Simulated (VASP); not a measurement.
Here is a VASP 6.6.1 calculation.

Contents of INCAR:

```
PREC = Accurate ; ENCUT = 520
EDIFF = 1E-6 ; ISMEAR = 0
SIGMA = 0.1 ; LREAL = F
LASPH = T ; NELM = 60
ALGO = Normal ; ISIF = 2
LWAVE = F ; LCHARG = F
LDIPOL = T ; IDIPOL = 3
DIPOL = 0.5 0.5 0.333 ; GGA = PS
NBANDS = 27
```

The input KPOINTS:

```
regular mesh
0
Gamma
  9 3 1
```

File POSCAR:

```
Al9N
1.0
    2.8360890836      0.0000000000      0.0000000000
   -1.4180445418      9.6401013232      0.0000000000
    0.0000000000      0.0000000000     20.2523775136
Al N
9 1
Direct
    0.5324569575      0.0649139150      0.1975076752
    0.6709806898      0.3419613796      0.2463716781
    0.2986854362      0.5973708725      0.2561444786
    0.9263901827      0.8527803654      0.2659172793
    0.0640247854      0.1277465523      0.3150759955
    0.2000840310      0.4041004175      0.3702277332
    0.8287416372      0.6594765630      0.3778305230
    0.4529560437      0.9112537656      0.3867831574
    0.5925587481      0.1816395522      0.4321654338
    1.0925587481      0.1816395522      0.4800211234
```

Potentials or basis: VASP PAW PBE potentials, release 64 (Al, N).

Command:

```sh
$ cat potpaw_PBE.64/Al/POTCAR potpaw_PBE.64/N/POTCAR > POTCAR
$ mpirun -np 1 vasp_std > vasp.out
```

What does it give for the band gap on the k mesh?

Zero (bands 16 and 17 overlap by 0.41 eV).

Predict the largest force.

0.347 eV/Å.

Forces on the atoms (eV/Å):
```
Al   0.013  0.114 -0.046
Al   0.010  0.136  0.011
Al  -0.026 -0.114 -0.021
Al   0.012 -0.147 -0.207
Al   0.005 -0.116  0.001
Al   0.009  0.260  0.075
Al   0.014 -0.156  0.074
Al  -0.006 -0.298 -0.178
Al  -0.013 -0.012  0.255
N   -0.016  0.334  0.036
```

Caveat: the PAW data sets were made with another functional, which shifts forces and pressure a little.
